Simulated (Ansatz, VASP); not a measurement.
**One calculation of TiO2, two programs**

```xyz
12
Lattice="-3.7707 0.0000 0.0000 0.0000 -3.7707 0.0000 -1.1312 0.0000 9.5463" Properties=species:S:1:pos:R:3 pbc="T T T"
Ti    0.0000    0.0000    8.3530
Ti   -1.8853   -1.8853    3.5799
Ti   -1.8853    0.0000    5.9665
Ti    0.0000   -1.8853    1.1933
O    -1.8853   -1.8853    5.5619
O    -3.7707   -3.7707    0.7887
O    -1.8853    0.0000    7.9485
O    -3.7707   -1.8853    3.1753
O    -1.8853    0.0000    3.9845
O     0.0000   -1.8853    8.7576
O     0.0000    0.0000    6.3710
O    -1.8853   -1.8853    1.5979
```

Alike in both runs: task single point; functional PBEsol; k mesh 7 × 7 × 3; occupations gaussian, width 0.05 eV; no spin polarisation.

```csv
,VASP,Ansatz
version,VASP 6.6.1,Ansatz 0.2.0
potentials or method,"VASP PAW PBE potentials, release 64 (Ti_sv, O), cutoff 520 eV","scalar-relativistic, plane waves, PAW"
valence electrons in the cell,96,96
```

VASP gave:

| Quantity | Value |
| --- | --- |
| gap on the k mesh at the Fermi level (eV) | 1.93 |
| least direct gap on the mesh (eV) | 2.29 |
| pressure (GPa) | -2.9 |
| traceless stress, the component that is largest in VASP (GPa) | 4.86 |
| rms of the force components (eV/Å) | 0.332 |

Question: Which values does Ansatz return?

Answer: gap on the k mesh at the Fermi level (eV): 1.95; least direct gap on the mesh (eV): 2.31; pressure (GPa): -3.6; traceless stress, the component that is largest in VASP (GPa): 4.89; rms of the force components (eV/Å): 0.335.

VASP's potentials were made for PBE, not for PBEsol.
